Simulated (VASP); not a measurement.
Here is a VASP 6.6.1 calculation.

The input INCAR:

```
PREC = Accurate
ENCUT = 600
EDIFF = 1E-6
ISMEAR = 0
SIGMA = 0.1
LREAL = F
LASPH = T
NELM = 100
ALGO = Normal
ISIF = 3
LWAVE = F
LCHARG = F
GGA = PE
IBRION = 2
NSW = 90
EDIFFG = -0.04
```

The input KPOINTS:

```
Automatic mesh
0
Gamma
  6 6 8
```

File POSCAR:

```
Au
1.0
    2.6620712700      0.0000000000      0.0000000000
    0.0000000000      2.6620712700      0.0000000000
    0.0000000000      0.0000000000      2.3724807900
Au
1
Direct
    0.5000000000      0.5000000000      0.5000000000
```

Potentials or basis: VASP PAW PBE potentials, release 64 (Au).

Run with:

```bash
$ cat potpaw_PBE.64/Au/POTCAR > POTCAR
$ mpirun -np 1 vasp_std > vasp.out
```

(1) Estimate the space group after relaxing (to 0.05 Å).

(2) Predict the relaxed volume.

Results:

(1) Pm-3m (No. 221).

(2) 20.67 Å³/atom.

Caveat: the k points lie up to 0.38 Å⁻¹ apart in the final cell; the volume moved by over 15 % at a fixed basis, so the end points are rough.
